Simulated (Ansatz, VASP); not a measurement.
# One calculation of PbO, two programs

The input INCAR:

```
PREC     = Accurate       # precision mode
ENCUT    = 520            # plane-wave cutoff, eV
EDIFF    = 1E-8           # SCF threshold, eV
ISMEAR   = -1             # smearing method
SIGMA    = 0.03           # smearing width, eV
LREAL    = F              # projectors in reciprocal space
LASPH    = T              # aspherical terms in the spheres
NELM     = 80             # most SCF steps
ALGO     = Normal         # electronic algorithm
ISIF     = 2              # what is computed and relaxed
LWAVE    = F              # write WAVECAR
LCHARG   = F              # write CHGCAR
GGA      = CA             # functional
LEFG     = T            
NBANDS   = 28             # bands
```

The input KPOINTS:

```
regular mesh
0
Gamma
  7 7 6
```

Contents of POSCAR:

```
PbO
1.0
    3.8949120000      0.0000000000      0.0000000000
    0.0000000000      3.8949120000      0.0000000000
    0.0000000000      0.0000000000      5.0220000000
Pb O
2 2
Direct
    0.0000000000      0.5000000000      0.2351000000
    0.5000000000      0.0000000000      0.7649000000
    0.0000000000      0.0000000000      0.0000000000
    0.5000000000      0.5000000000      0.0000000000
```

Input for Ansatz:

```yaml
crystal:
  lattice:
    - [3.894912, 0.0, 0.0]
    - [0.0, 3.894912, 0.0]
    - [0.0, 0.0, 5.022]
  atoms:
    - { symbol: Pb, position: [0.0, 0.5, 0.2351] }
    - { symbol: Pb, position: [0.5, 0.0, 0.7649] }
    - { symbol: O, position: [0.0, 0.0, 0.0] }
    - { symbol: O, position: [0.5, 0.5, 0.0] }
kpoints:
  mp_grid: { grid: [7, 7, 6] }
scf:
  occupations: { method: fermi_dirac, width: 0.03 }
hamiltonian:
  xc: lda
  pseudopotentials: { kind: all_electron, datasets: crystal }
output:
  forces: true
  stress: true
  eigenvalues: true
  efg: { contact_densities: true }
```

Change from the starting cell: equal xx and yy strain of -2 %, crystal datasets.

Alike in both runs: task electric field gradients; functional LDA; k mesh 7 × 7 × 6; occupations fermi-dirac, width 0.03 eV; no spin polarisation.

|  | VASP | Ansatz |
| --- | --- | --- |
| version | VASP 6.6.1 | Ansatz 0.2.0 |
| potentials or method | VASP PAW LDA potentials, release 64 (Pb_d, O), cutoff 520 eV | all-electron PAW with datasets made for the crystal, scalar-relativistic |

```csv
,VASP,Ansatz,Ansatz less VASP
gap on the k mesh at the Fermi level (eV),1.33,1.35,+0.021
pressure (GPa),2.3,2.1,-0.23
"traceless stress, the component that is largest in VASP (GPa)",-0.79,-0.80,-0.007
rms of the force components (eV/Å),0.167,0.136,-0.0307
size of Vzz on the site where it differs most (V/Å²),253.5,243.5,-10.01
```

LDA's correlation is that of Perdew and Zunger in VASP and of Perdew and Wang (1992) in Ansatz. Atom by atom the forces differ by 0.031 eV/Å (rms over components). Ansatz ran all-electron here, and VASP with PAW potentials.

Neither program's run includes spin-orbit coupling.
